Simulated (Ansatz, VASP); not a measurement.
One calculation of SnTe, two programs

```
Sn Te
1.0
     0.00000    3.11817    3.11817
     3.11817    0.00000    3.11817
     3.11817    3.11817    0.00000
Sn Te
1 1
Direct
  0.00000 0.00000 0.00000
  0.50000 0.50000 0.50000
```

Alike in both runs: functional LDA; k mesh 14 × 14 × 14; occupations fermi-dirac, width 0.1 eV; no spin polarisation.

Ansatz relaxed the structure, and its values are those at the end. VASP's run is a single point on that final structure, the one shown.

```csv
,VASP,Ansatz
version,VASP 6.6.1,Ansatz 0.2.0
potentials or method,"VASP PAW LDA potentials, release 64 (Sn_d, Te)","PAW with Ansatz's default frozen-core files, scalar-relativistic"
plane-wave cutoff (eV),520,420
valence electrons in the cell,20,30
```

|  | VASP | Ansatz | Ansatz less VASP |
| --- | --- | --- | --- |
| pressure (GPa) | 0.0 | 0.0 | -0.04 |

LDA's correlation is that of Perdew and Zunger in VASP and of Perdew and Wang (1992) in Ansatz. VASP's potentials hold 20 valence electrons a cell and Ansatz's 30, so a difference there can come from the potentials and not from the codes.

Spin-orbit coupling is off throughout.
